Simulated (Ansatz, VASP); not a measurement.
HfHg in VASP and in Ansatz

```xyz
2
Lattice="3.4601 0.0000 0.0000 0.0000 3.4601 0.0000 0.0000 0.0000 3.4601" Properties=species:S:1:pos:R:3 pbc="T T T"
Hf    0.0000    0.0000    0.0000
Hg    1.7300    1.7300    1.7300
```

Alike in both runs: task single point; functional PBEsol; k mesh 10 × 10 × 10; occupations gaussian, width 0.05 eV; no spin polarisation.

|  | VASP | Ansatz |
| --- | --- | --- |
| version | VASP 6.6.1 | Ansatz 0.2.0 |
| potentials or method | VASP PAW PBE potentials, release 64 (Hf_pv, Hg), cutoff 520 eV | scalar-relativistic, plane waves, PAW |
| valence electrons in the cell | 22 | 46 |

```csv
,VASP,Ansatz,Ansatz less VASP
gap on the k mesh at the Fermi level (eV),none,none,-
pressure (GPa),-2.7,-2.4,+0.22
```

VASP's potentials were made for PBE, not for PBEsol. A gap of «none» marks a metal or a gap that the smearing closes. VASP's potentials hold 22 valence electrons a cell and Ansatz's 46, so a difference there can come from the potentials and not from the codes.

Neither program's run includes spin-orbit coupling.
